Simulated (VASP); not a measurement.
# MgB (P6_3mc) in VASP: further runs

Runs on MgB. Level: PBE. Tasks: single point, relaxation of cell and atoms.

All numbers are computed with VASP 6.6.1; they aren't measurements. Logs are shortened: lines on timing, memory, paths and dates and some standing lists are left out, and cuts for length are marked.

## 1. The cell of the first run

The structure is hexagonal, space group P6_3mc (No. 186). The conventional cell has a = 3.416 Å, b = 3.416 Å, c = 5.470 Å, α = 90.00°, β = 90.00°, γ = 120.00°. Mg (site symmetry 3m) has 4 B at 2.07 to 2.09 Å within 2.7 Å. Within 2.7 Å of B (site symmetry 3m) lie 4 Mg at 2.07 to 2.09 Å.

## 2. Single point, PBE

Input file INCAR:

```
SYSTEM = MgB
ALGO = Normal
EDIFF = 1E-6
ENCUT = 520
GGA = PE
ISIF = 2
ISMEAR = 0
LASPH = .TRUE.
LCHARG = .FALSE.
LREAL = .FALSE.
LWAVE = .FALSE.
NBANDS = 13
NELM = 100
PREC = Accurate
SIGMA = 0.1
```

Input file KPOINTS:

```
k-points
0
G
  6 6 4
  0 0 0
```

Input file POSCAR:

```
MgB
1.0
    3.4157956178      0.0000000000      0.0000000000
   -1.7078978089      2.9581657792      0.0000000000
    0.0000000000      0.0000000000      5.4702788874
Mg B
2 2
Direct
    0.3333333333      0.6666666667      0.0000000000
    0.6666666667      0.3333333333      0.5000000000
    0.3333333333      0.6666666667      0.3821000000
    0.6666666667      0.3333333333      0.8821000000
```

Potentials or basis: VASP PAW PBE potentials, release 64 (Mg, B).

Run with:

```sh
cat potpaw_PBE.64/Mg/POTCAR potpaw_PBE.64/B/POTCAR > POTCAR
mpirun -np 1 vasp_std > vasp.out
```

OUTCAR:

```text
SYSTEM = MgB
   EDIFF = 1E-6
   ENCUT = 520
   GGA = PE
   ISIF = 2
   ISMEAR = 0
   LASPH = .TRUE.
   LREAL = .FALSE.
   NELM = 100
   PREC = Accurate

 ion  position               nearest neighbor table
   1  0.333  0.667  0.000-   4 2.07   4 2.07   4 2.07   3 2.09   2 3.37   2 3.37   2 3.37   2 3.37
                             2 3.37   2 3.37
   2  0.667  0.333  0.500-   3 2.07   3 2.07   3 2.07   4 2.09   1 3.37   1 3.37   1 3.37   1 3.37
                             1 3.37   1 3.37
   3  0.333  0.667  0.382-   2 2.07   2 2.07   2 2.07   1 2.09
   4  0.667  0.333  0.882-   1 2.07   1 2.07   1 2.07   2 2.09

  LATTYP: Found a hexagonal cell.
 ALAT       =     3.4157956178
 C/A-ratio  =     1.6014655148

  Lattice vectors:

 A1 = (   3.4157956178,   0.0000000000,   0.0000000000)
 A2 = (  -1.7078978089,   2.9581657792,   0.0000000000)
 A3 = (   0.0000000000,   0.0000000000,   5.4702788874)

Analysis of symmetry for initial positions (statically):
=====================================================================
 Subroutine PRICEL returns:
 Original cell was already a primitive cell.

 Routine SETGRP: Setting up the symmetry group for a
 hexagonal supercell.

 Subroutine GETGRP returns: Found 12 space group operations
 (whereof  6 operations were pure point group operations)
 out of a pool of 24 trial point group operations.

The static configuration has the point symmetry C_3v.
 The point group associated with its full space group is C_6v.

Analysis of symmetry for dynamics (positions and initial velocities):
=====================================================================
 Subroutine PRICEL returns:
 Original cell was already a primitive cell.

 Routine SETGRP: Setting up the symmetry group for a
 hexagonal supercell.

 Subroutine GETGRP returns: Found 12 space group operations
 (whereof  6 operations were pure point group operations)
 out of a pool of 24 trial point group operations.

The dynamic configuration has the point symmetry C_3v.
 The point group associated with its full space group is C_6v.

 Subroutine INISYM returns: Found 12 space group operations
 (whereof  6 operations are pure point group operations),
 and found     1 'primitive' translations

----------------------------------------------------------------------------------------

                                     Primitive cell

  volume of cell :      55.2744

  direct lattice vectors                    reciprocal lattice vectors
     3.415795618  0.000000000  0.000000000     0.292757563  0.169023658  0.000000000
    -1.707897809  2.958165779  0.000000000     0.000000000  0.338047315  0.000000000
     0.000000000  0.000000000  5.470278887     0.000000000  0.000000000  0.182806036

  length of vectors
     3.415795618  3.415795618  5.470278887     0.338047315  0.338047315  0.182806036

  position of ions in fractional coordinates (direct lattice)
     0.333333333  0.666666667  0.000000000
     0.666666667  0.333333333  0.500000000
     0.333333333  0.666666667  0.382100000
     0.666666667  0.333333333  0.882100000

  ion indices of the primitive-cell ions
   primitive index   ion index
                 1           1
                 2           2
                 3           3
                 4           4

----------------------------------------------------------------------------------------

 KPOINTS: k-points

Automatic generation of k-mesh.
 Grid dimensions read from file:
 generate k-points for:    6    6    4

 Generating k-lattice:

  Cartesian coordinates                     Fractional coordinates (reciprocal lattice)
     0.048792927  0.028170610  0.000000000     0.166666667  0.000000000  0.000000000
     0.000000000  0.056341219  0.000000000     0.000000000  0.166666667  0.000000000
     0.000000000  0.000000000  0.045701509     0.000000000  0.000000000  0.250000000

  Length of vectors
     0.056341219  0.056341219  0.045701509

  Shift w.r.t. Gamma in fractional coordinates (k-lattice)
     0.000000000  0.000000000  0.000000000

 Subroutine IBZKPT returns following result:
 ===========================================

 Found     21 irreducible k-points:

 Following reciprocal coordinates:
            Coordinates               Weight
  0.000000  0.000000  0.000000      1.000000
  0.166667 -0.000000  0.000000      6.000000
  0.333333 -0.000000  0.000000      6.000000
  0.500000 -0.000000  0.000000      3.000000
  0.166667  0.166667  0.000000      6.000000
  0.333333  0.166667  0.000000     12.000000
[... 13 lines left out ...]
  0.333333  0.166667  0.500000     12.000000
  0.333333  0.333333  0.500000      2.000000
   k-points           NKPTS =     21   k-points in BZ     NKDIM =     21   number of bands    NBANDS=     13
   number of dos      NEDOS =    301   number of ions     NIONS =      4
   total plane-waves  NPLWV =  32928
   dimension x,y,z NGX =    28 NGY =   28 NGZ =   42
   dimension x,y,z NGXF=    56 NGYF=   56 NGZF=   84
   ions per type =               2   2
   NGX,Y,Z   is equivalent  to a cutoff of  13.63, 13.63, 12.76 a.u.
   NGXF,Y,Z  is equivalent  to a cutoff of  27.26, 27.26, 25.53 a.u.
 SYSTEM =  MgB
   PREC   = accura    normal or accurate (medium, high low for compatibility)
   ISTART =      0    job   : 0-new  1-cont  2-samecut
   ICHARG =      2    charge: 1-file 2-atom 10-const
   ISPIN  =      1    spin polarized calculation?
   LNONCOLLINEAR =      F non collinear calculations
   LSORBIT =      F    spin-orbit coupling
   LASPH  =      T    aspherical Exc in radial PAW
   ENCUT  =  520.0 eV  38.22 Ry    6.18 a.u.   6.35  6.35 10.17*2*pi/ulx,y,z
   NELM   =    100;   NELMIN=  2; NELMDL= -5     # of ELM steps
   EDIFF  = 0.1E-05   stopping-criterion for ELM
   LREAL  =      F    real-space projection
   EDIFFG = 0.1E-04   stopping-criterion for IOM
   NSW    =      0    number of steps for IOM
   IBRION =     -1    ionic relax: 0-MD 1-quasi-New 2-CG
   NFREE  =      0    steps in history (QN), initial steepest desc. (CG)
   ISIF   =      2    stress and relaxation
   ISYM   =      2    0-nonsym 1-usesym 2-fastsym
   POTIM  = 0.5000    time-step for ionic-motion
   TEBEG  =    0.0;   TEEND  =   0.0 temperature during run
   PSTRESS=    0.0 pullay stress
   NELECT =      10.0000    total number of electrons
   NUPDOWN=      -1.0000    fix difference up-down
   EMIN   =  10.00;   EMAX   =-10.00  energy-range for DOS
   EFERMI =   0.00;   METHOD = LEGACY
   ISMEAR =     0;   SIGMA  =   0.10  broadening in eV -4-tet -1-fermi 0-gaus
   EFERMI_NEDOS =   21; number of points for ismear=-14 and -15
   IALGO  =     38    algorithm
   IMIX   =      4    mixing-type and parameters
     AMIX     =   0.40;   BMIX     =  1.00
     AMIX_MAG =   1.60;   BMIX_MAG =  1.00
  volume/ion in A,a.u.               =      13.82        93.25
  Fermi-wavevector in a.u.,A,eV,Ry     =   0.925906  1.749709 11.664300  0.857302
  Thomas-Fermi vector in A             =   2.051811
   LORBIT       =      0    0 simple, 1 ext, 2 COOP (PROOUT), +10 PAW based schemes
   GGA     = PE    functional components
   LHFCALC =     F    Hartree Fock is set to
   AEXX    =    0.0000 exact exchange contribution
   IVDW    =     0    specifies the selected vdW correction
   LEPSILON=     F    determine dielectric tensor
   LRPA    =     F    only Hartree local field effects (RPA)
 non-spin polarized calculation
 Gauss-broadening in eV      SIGMA  =   0.10
  energy-cutoff  :      520.00
  volume of cell :       55.27
 maximum number of plane-waves:      1508
 NGX is ok and might be reduce to    28
   NGX = 13   NGY = 13   NGZ = 21

 number of electron      10.0000000 magnetization

 Free energy of the ion-electron system (eV)
  ---------------------------------------------------
  ext. energy  EPLUGINS =         0.00000000
  ---------------------------------------------------
  free energy    TOTEN  =        -8.68795167 eV

  energy without entropy =       -8.68295645  energy(sigma->0) =       -8.68545406

 E-fermi :   2.9298     XC(G=0):  -9.6317

 val. band max:        2.9213381525   @ k =   0.1667  -0.0000   0.0000
 cond. band min:       2.9836998153   @ k =   0.5000  -0.0000   0.0000
 fundamental gap:      0.0623616629
 Fermi energy:         2.9297843312

 k-point     1 :       0.0000    0.0000    0.0000
  band No.  band energies     occupation
      1      -6.5676      2.00000
      2      -3.4200      2.00000
      3      -1.0674      2.00000
      4       4.3582      0.00000
      5       4.3582      0.00000
      6       5.0249      0.00000
      7       5.0249      0.00000
      8       5.2918      0.00000
      9      11.3921      0.00000
     10      11.8163      0.00000
     11      12.9651      0.00000
     12      12.9651      0.00000
     13      14.4221      0.00000

 k-point     2 :       0.1667   -0.0000    0.0000
  band No.  band energies     occupation
      1      -6.1723      2.00000
      2      -3.1303      2.00000
      3      -0.6786      2.00000
      4       2.9213      1.09508
      5       3.8803      0.00000
      6       4.1272      0.00000
      7       4.9791      0.00000
      8       5.0926      0.00000
      9      10.7377      0.00000
     10      11.9773      0.00000
     11      12.4950      0.00000
     12      13.3611      0.00000
     13      13.7670      0.00000
[... 273 lines left out ...]
 k-point    20 :       0.3333    0.1667    0.5000
  band No.  band energies     occupation
      1      -3.2611      2.00000
      2      -3.2611      2.00000
      3       0.0240      2.00000
      4       0.0240      2.00000
      5       2.2912      2.00000
      6       2.2912      2.00000
      7       4.2198      0.00000
      8       4.2198      0.00000
      9       9.7237      0.00000
     10       9.7237      0.00000
     11      11.9777      0.00000
     12      11.9777      0.00000
     13      14.0792      0.00000

 k-point    21 :       0.3333    0.3333    0.5000
  band No.  band energies     occupation
      1      -2.6894      2.00000
      2      -2.6894      2.00000
      3       0.2012      2.00000
      4       0.2012      2.00000
      5       0.8161      2.00000
      6       0.8161      2.00000
      7       4.4641      0.00000
      8       4.4641      0.00000
      9      10.5022      0.00000
     10      10.5022      0.00000
     11      11.1019      0.00000
     12      11.1019      0.00000
     13      14.9137      0.00000

------------------------ aborting loop because EDIFF is reached ----------------------------------------

  FORCE on cell =-STRESS in cart. coord.  units (eV):
  Direction    XX          YY          ZZ          XY          YZ          ZX
  --------------------------------------------------------------------------------------
  -------------------------------------------------------------------------------------
  Total       10.5913743     10.5913743      9.4312108      0.0000000      0.0000000      0.0000000
  in kB      307.0004720    307.0004720    273.3720953      0.0000000      0.0000000      0.0000000
  external PRESSURE =     295.7910131 kB  Pullay stress =       0.0000000 kB

 VOLUME and BASIS-vectors are now :
 -----------------------------------------------------------------------------
  energy-cutoff  :      520.00
  volume of cell :       55.27
      direct lattice vectors                 reciprocal lattice vectors
     3.415795618  0.000000000  0.000000000     0.292757563  0.169023658  0.000000000
    -1.707897809  2.958165779  0.000000000     0.000000000  0.338047315  0.000000000
     0.000000000  0.000000000  5.470278887     0.000000000  0.000000000  0.182806036

 POSITION                                       TOTAL-FORCE (eV/Angst)
 -----------------------------------------------------------------------------------
     -0.00000      1.97211      0.00000        -0.000000     -0.000000     -0.099841
      1.70790      0.98606      2.73514         0.000000      0.000000     -0.099841
     -0.00000      1.97211      2.09019        -0.000000     -0.000000      0.099841
      1.70790      0.98606      4.82533         0.000000      0.000000      0.099841
 -----------------------------------------------------------------------------------
    total drift:                               -0.000000      0.000000      0.000147

  FREE ENERGIE OF THE ION-ELECTRON SYSTEM (eV)
  ---------------------------------------------------
  free  energy   TOTEN  =        -8.6879516716 eV

  energy  without entropy=       -8.6829564463  energy(sigma->0) =       -8.68545406
```

It took 16 s on 1 thread of Intel Xeon 8259CL, shared host; peak memory 0.17 GiB.

What came out:

```yaml
Free_energy: -8.6880 eV
Pressure: 29.6 GPa
Largest_force: 0.100 eV/Å
Band_gap_on_the_k_mesh: zero (bands 5 and 6 overlap by 3.86 eV)
```

Forces on the atoms (eV/Å):
```
Mg   0.000  0.000 -0.100
Mg   0.000  0.000 -0.100
B    0.000  0.000  0.100
B    0.000  0.000  0.100
```

Stress tensor (GPa, compression positive):
```
30.70  0.00  0.00
 0.00 30.70  0.00
 0.00  0.00 27.34
```

Caveat: the cell stands under pressure.

## 3. Relaxation of cell and atoms, PBE

Input file INCAR:

```
SYSTEM = MgB
PREC = Accurate ; ENCUT = 600
EDIFF = 1E-6 ; ISMEAR = 0
SIGMA = 0.1 ; LREAL = .False.
LASPH = .True. ; NELM = 100
ALGO = Normal ; ISIF = 3
LWAVE = .False. ; LCHARG = .False.
GGA = PE ; IBRION = 2
NSW = 90 ; EDIFFG = -0.04
```

Input file KPOINTS:

```
Automatic mesh
0
Gamma
  6 6 4
  0 0 0
```

POSCAR is that of step 2.

Potentials or basis: VASP PAW PBE potentials, release 64 (Mg, B).

Run with:

```sh
cat potpaw_PBE.64/Mg/POTCAR potpaw_PBE.64/B/POTCAR > POTCAR
mpirun -np 1 vasp_std > vasp.out
```

It took 3.3 min on 1 thread of Intel Xeon 8259CL, shared host; peak memory 0.2 GiB.

The run converged. Its results:

```yaml
Free_energy: -11.5459 eV
Relaxed_volume: 17.62 Å³/atom
Relaxed_cell: a = 4.192 Å, b = 4.192 Å, c = 4.632 Å, α = 90.00°, β = 90.00°, γ = 120.00°
Space_group_after_relaxing_to_0.1_Å: P6_3/mmc (No. 194)
Pressure_after_relaxing: -0.1 GPa
Largest_force_after_relaxing: 0.029 eV/Å
Band_gap_on_the_k_mesh: zero (bands 5 and 6 overlap by 1.97 eV)
```

Forces on the atoms (eV/Å):
```
Mg   0.000  0.000  0.029
Mg   0.000  0.000  0.029
B    0.000  0.000 -0.029
B    0.000  0.000 -0.029
```

Final structure:
```cif
data_structure
_symmetry_space_group_name_H-M 'P 1'
_symmetry_Int_Tables_number 1
_cell_length_a 4.1918
_cell_length_b 4.1918
_cell_length_c 4.6322
_cell_angle_alpha 90.000
_cell_angle_beta 90.000
_cell_angle_gamma 120.000
_cell_volume 70.49
loop_
_atom_site_label
_atom_site_type_symbol
_atom_site_fract_x
_atom_site_fract_y
_atom_site_fract_z
_atom_site_occupancy
Mg1 Mg 0.33333 0.66667 0.94067 1
Mg2 Mg 0.66667 0.33333 0.44067 1
B1 B 0.33333 0.66667 0.44143 1
B2 B 0.66667 0.33333 0.94143 1
```

Levels at points of the mesh, in eV from the Fermi level:
```tsv
k point	band 2	band 3	band 4	band 5	band 6	band 7	band 8	band 9
(0.00, 0.00, 0.00)	-4.15	-2.49	-0.29	-0.29	1.65	1.65	2.46	4.49
(0.50, 0.00, 0.00)	-5.82	-1.55	-1.28	-1.12	0.21	0.35	2.20	4.14
(0.00, 0.00, 0.50)	-7.13	0.36	0.36	0.65	0.65	0.65	0.65	6.73
(0.50, 0.00, 0.50)	-5.96	-3.17	-3.17	0.00	0.00	1.52	1.52	6.12
```

Caveat: the volume moved by over 15 % at a fixed basis, so the end points are rough.
